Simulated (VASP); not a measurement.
**Sc5Mo: single point with PBE**

The system is Sc5Mo.

```
CELL_PARAMETERS angstrom
6.72679 0.00000 0.00000
0.00000 6.72679 0.00000
0.00000 0.00000 4.86157
ATOMIC_POSITIONS crystal
Sc 0.73710 0.73710 0.00000
Sc 0.26290 0.26290 0.00000
Sc 0.26290 0.73710 0.00000
Sc 0.73710 0.26290 0.00000
Sc 0.00000 0.00000 0.50000
Mo 0.00000 0.00000 0.00000
```

The cell was generated, and may not be a known phase.

```
Program             : VASP 6.6.1
Task                : single point
Functional          : PBE
Potentials or basis : VASP PAW PBE potentials, release 64 (Sc_sv, Mo_sv)
Cutoff              : 520 eV
k mesh              : 4 × 4 × 4
Occupations         : gaussian, width 0.1 eV
Spin                : collinear spin
Starting moments    : [1.0, 1.0, 1.0, 1.0, 1.0, 1.0] μB
```

```yaml
Pressure: 0.1 GPa
Largest_force: 0.023 eV/Å
Net_moment: 0.00 μB per cell
Valence_electrons_inside_the_program's_atomic_spheres: Sc 9.38, 9.62 (each value once); Mo 13.12
```

Forces in eV/Å, atoms in the order of the input:
```
Sc  -0.016 -0.016  0.000
Sc   0.016  0.016  0.000
Sc   0.016 -0.016  0.000
Sc  -0.016  0.016  0.000
Sc   0.000  0.000  0.000
Mo   0.000  0.000  0.000
```

Levels at points of the mesh, in eV from the Fermi level:
Spin up:
```tsv
k point	band 30	band 31	band 32	band 33	band 34	band 35	band 36	band 37	band 38	band 39
(0.00, 0.00, 0.00)	-1.23	-1.06	-1.06	-0.75	-0.23	-0.15	0.06	0.17	0.48	0.58
(0.50, 0.00, 0.00)	-2.00	-1.45	-0.46	-0.36	-0.16	0.07	0.17	0.18	0.32	0.51
(0.50, 0.50, 0.00)	-1.85	-1.81	-1.77	-0.66	0.37	0.38	0.52	0.52	0.63	0.73
(0.00, 0.00, 0.50)	-1.11	-0.79	-0.79	-0.67	-0.43	-0.41	0.27	0.53	0.75	0.86
(0.50, 0.00, 0.50)	-1.41	-1.29	-0.48	-0.21	-0.19	-0.11	-0.07	0.23	0.35	0.75
(0.50, 0.50, 0.50)	-1.18	-1.12	-1.12	-0.22	0.04	0.22	0.26	0.26	0.39	0.39
```
Spin down:
| k point | band 32 | band 33 | band 34 | band 35 | band 36 | band 37 |
| --- | --- | --- | --- | --- | --- | --- |
| (0.00, 0.00, 0.00) | -1.06 | -0.75 | -0.23 | -0.15 | 0.06 | 0.17 |
| (0.50, 0.00, 0.00) | -0.46 | -0.36 | -0.16 | 0.07 | 0.17 | 0.18 |
| (0.50, 0.50, 0.00) | -1.77 | -0.66 | 0.37 | 0.38 | 0.52 | 0.52 |
| (0.00, 0.00, 0.50) | -0.79 | -0.67 | -0.43 | -0.41 | 0.27 | 0.53 |
| (0.50, 0.00, 0.50) | -0.48 | -0.21 | -0.19 | -0.11 | -0.07 | 0.23 |
| (0.50, 0.50, 0.50) | -1.12 | -0.22 | 0.04 | 0.22 | 0.26 | 0.26 |

Run time: 15 min on 1 thread of Intel Xeon 8259CL, with other jobs on the host, peak memory 0.51 GiB.
